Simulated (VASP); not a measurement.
Here is a VASP 6.6.1 calculation.

File INCAR:

```
ALGO = Fast
EDIFF = 1E-7
ENCUT = 520
GGA = PS
ISIF = 2
ISMEAR = -1
ISPIN = 2
LASPH = T
LCHARG = F
LMAXMIX = 4
LORBIT = 11
LREAL = F
LWAVE = F
MAGMOM = 1 1 1 3
NBANDS = 31
NELM = 150
PREC = Accurate
SIGMA = 0.05
```

The input KPOINTS:

```
k-points
0
Gamma
  8 8 8
```

Contents of POSCAR:

```
FeNi3
1.0
    3.6145274555      0.0000000000      0.0000000000
    0.0000000000      3.6145274555      0.0000000000
    0.0000000000      0.0000000000      3.6145274555
Ni Fe
3 1
Direct
    0.5000000000      0.5000000000      0.0000000000
    0.5000000000      0.0000000000      0.5000000000
    0.0000000000      0.5000000000      0.5000000000
    0.0000000000      0.0000000000      0.0000000000
```

Potentials or basis: VASP PAW PBE potentials, release 64 (Ni, Fe).

Launch:

```bash
$ cat potpaw_PBE.64/Ni/POTCAR potpaw_PBE.64/Fe/POTCAR > POTCAR
$ mpirun -np 1 vasp_std > vasp.out
```

(1) Predict the net moment.

(2) What does it give for the site moments?

## Answers

(1) 4.94 μB per cell.

(2) Ni +0.67; Fe +2.98 μB.

Caveat: the cell stands under tension.
